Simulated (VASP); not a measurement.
Here is a VASP 6.6.1 calculation.

File INCAR:

```
SYSTEM = Ta
PREC = Accurate ; ENCUT = 520
EDIFF = 1E-7 ; ISMEAR = -1
SIGMA = 0.1 ; LREAL = .FALSE.
LASPH = .TRUE. ; NELM = 100
ALGO = Normal ; ISIF = 2
LWAVE = .FALSE. ; LCHARG = .FALSE.
GGA = PS ; IVDW = 12
NBANDS = 12
```

File KPOINTS:

```
Automatic mesh
0
G
  11 11 11
  0 0 0
```

POSCAR

```
Ta
1.0
   -1.6262188272      1.6262188272      1.6262188272
    1.6262188272     -1.6262188272      1.6262188272
    1.6262188272      1.6262188272     -1.6262188272
Ta
1
Direct
    0.0000000000      0.0000000000      0.0000000000
```

Potentials or basis: VASP PAW PBE potentials, release 64 (Ta_pv).

Command:

```bash
$ cat potpaw_PBE.64/Ta_pv/POTCAR > POTCAR
$ mpirun -np 1 vasp_std > vasp.out
```

Task: Estimate the pressure.

Result: -1.1 GPa.

Task: Estimate the dispersion energy per atom.

Result: -0.762 eV.

Caveat: three body term missing; the PAW data sets were made with another functional, which shifts forces and pressure a little; pairwise dispersion overbinds metals, which lowers pressure and volume.
